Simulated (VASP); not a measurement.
Set up this calculation in VASP 6.6.1, as the native input.

- Task: single point
- Functional: PBE
- Potentials or basis: VASP PAW PBE potentials, release 64 (Cr_pv, Ag, C, N)
- Cutoff: 520 eV
- k mesh: 4 × 4 × 4
- Occupations: gaussian, width 0.1 eV
- Spin: collinear spin, ferromagnetic start
- Starting moments: [3.0, 0.0, 0.0, 0.0, 0.0, 0.0, 0.0, 0.0, 0.0, 0.0] μB
- Dipole correction: no
- Further INCAR settings: ALGO = Normal; EDIFF = 1e-06; NBANDS = 44

The structure of CrAgC4N4 lies in POSCAR:

```
CrAgC4N4
1.0
    6.0298462100      0.0000000000      0.0000000000
    0.0000000000      6.0298462100      0.0000000000
    0.0000000000      0.0000000000      6.0298462100
Cr Ag C N
1 1 4 4
Direct
    0.5000000000      0.5000000000      0.5000000000
    0.0000000000      0.0000000000      0.0000000000
    0.1936039800      0.1936039800      0.1936039800
    0.1936039800      0.8063960200      0.8063960200
    0.8063960200      0.1936039800      0.8063960200
    0.8063960200      0.8063960200      0.1936039800
    0.3056300300      0.3056300300      0.3056300300
    0.3056300300      0.6943699700      0.6943699700
    0.6943699700      0.3056300300      0.6943699700
    0.6943699700      0.6943699700      0.3056300300
```

These files were run (other wordings do the same):

INCAR

```
ALGO = Normal
EDIFF = 1E-6
ENCUT = 520
GGA = PE
ISIF = 2
ISMEAR = 0
ISPIN = 2
LASPH = T
LCHARG = T
LELF = T
LMAXMIX = 4
LORBIT = 11
LREAL = F
LVHAR = T
LWAVE = F
MAGMOM = 3 0 0 0 0 0 0 0 0 0
NBANDS = 44
NELM = 150
PREC = Accurate
SIGMA = 0.1
```

KPOINTS

```
k-points
0
Gamma
  4 4 4
```

Potentials or basis: VASP PAW PBE potentials, release 64 (Cr_pv, Ag, C, N).

Command:

```bash
$ cat potpaw_PBE.64/Cr_pv/POTCAR potpaw_PBE.64/Ag/POTCAR potpaw_PBE.64/C/POTCAR potpaw_PBE.64/N/POTCAR > POTCAR
$ mpirun -np 1 vasp_std > vasp.out
```

Results of the run:

| Quantity | Value |
| --- | --- |
| Pressure | 1.6 GPa |
| Largest force | 2.294 eV/Å |
| Band gap on the k mesh | zero (filled and empty bands overlap) |
| Net moment | 3.00 μB per cell |
| Site moments | Cr +2.98; Ag -0.10; C +0.02; N -0.05 μB |
| Valence electrons inside the program's atomic spheres | Cr 10.44; Ag 10.23; C 2.55; N 3.91 |

Caveat: a cell with one magnetic atom can't hold antiferromagnetic order, which such compounds often take; forces of over 1 eV/Å act on the atoms, so gaps and moduli don't describe the material at rest.

Wall time 5.9 min on 1 thread of Oxide Virtual Turin-like Processor (shared host), peak memory 0.46 GiB.
